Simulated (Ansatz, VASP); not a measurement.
This is a calculation of Hg for VASP 6.6.1.

INCAR

```
PREC = Accurate ; ENCUT = 520
EDIFF = 1E-6 ; ISMEAR = -1
SIGMA = 0.05 ; LREAL = F
LASPH = T ; NELM = 60
ALGO = Fast ; ISIF = 2
LWAVE = F ; LCHARG = F
GGA = PE ; NBANDS = 19
```

The input KPOINTS:

```
regular mesh
0
Gamma
  10 10 10
```

The input POSCAR:

```
Hg
1.0
   -2.9491570508      2.9491570508      1.5829671088
    2.9491570508     -2.9491570508      1.5829671088
    2.9491570508      2.9491570508     -1.5829671088
Hg
2
Direct
    0.0000000000      0.0000000000      0.0000000000
    0.7500000000      0.2500000000      0.5000000000
```

Potentials or basis: VASP PAW PBE potentials, release 64 (Hg).

Command:

```bash
$ cat potpaw_PBE.64/Hg/POTCAR > POTCAR
$ mpirun -np 1 vasp_std > vasp.out
```

Task: Set up the same calculation for Ansatz 0.2.0. Potentials there: Ansatz PAW.

Result: As run (the cutoff follows the program's own potentials):

The input input.yaml:

```yaml
crystal:
  lattice:
    - [-2.9491570508, 2.9491570508, 1.5829671088]
    - [2.9491570508, -2.9491570508, 1.5829671088]
    - [2.9491570508, 2.9491570508, -1.5829671088]
  atoms:
    - { symbol: Hg, position: [0.0, 0.0, 0.0] }
    - { symbol: Hg, position: [0.75, 0.25, 0.5] }
hamiltonian:
  xc: pbe
  pseudopotentials: { kind: paw }
kpoints:
  mp_grid: { grid: [10, 10, 10] }
scf:
  occupations: { method: fermi_dirac, width: 0.05 }
output:
  forces: true
  stress: true
  eigenvalues: true
```

Potentials or basis: Ansatz PAW.

Launch:

```bash
$ ansatz run input.yaml --threads 2 --pin off --max-ram 5120MiB --backend cpu --events-out ev --progress --plain --runs-dir out
```

Both were run:

|  | VASP | Ansatz | Ansatz less VASP |
| --- | --- | --- | --- |
| gap on the k mesh at the Fermi level (eV) | none | none | - |
| pressure (GPa) | 1.2 | 1.0 | -0.23 |
| traceless stress, the component that is largest in VASP (GPa) | -0.16 | -0.14 | +0.025 |

A gap of «none» marks a metal or a gap that the smearing closes. The functional is the same, so the differences come from potentials, cutoffs and numerics. VASP's potentials hold 24 valence electrons a cell and Ansatz's 40, so a difference there can come from the potentials and not from the codes.

Spin-orbit coupling is off throughout.
